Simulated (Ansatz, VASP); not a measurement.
**Ba: VASP beside Ansatz**

```xyz
1
Lattice="0.0000 3.2001 3.2001 3.2001 0.0000 3.2001 3.2001 3.2001 0.0000" Properties=species:S:1:pos:R:3 pbc="T T T"
Ba    0.0000    0.0000    0.0000
```

Alike in both runs: task single point; functional PBEsol; k mesh 14 × 14 × 14; occupations gaussian, width 0.15 eV; no spin polarisation.

|  | VASP | Ansatz |
| --- | --- | --- |
| version | VASP 6.6.1 | Ansatz 0.2.0 |
| potentials or method | VASP PAW PBE potentials, release 64 (Ba_sv), cutoff 520 eV | scalar-relativistic, plane waves, PAW |
| valence electrons in the cell | 10 | 10 |

```tsv
	VASP	Ansatz	Ansatz less VASP
gap on the k mesh at the Fermi level (eV)	none	none	-
pressure (GPa)	-0.8	-0.8	-0.04
```

VASP's potentials were made for PBE, not for PBEsol. A gap of «none» marks a metal or a gap that the smearing closes.

Spin-orbit coupling is off throughout.
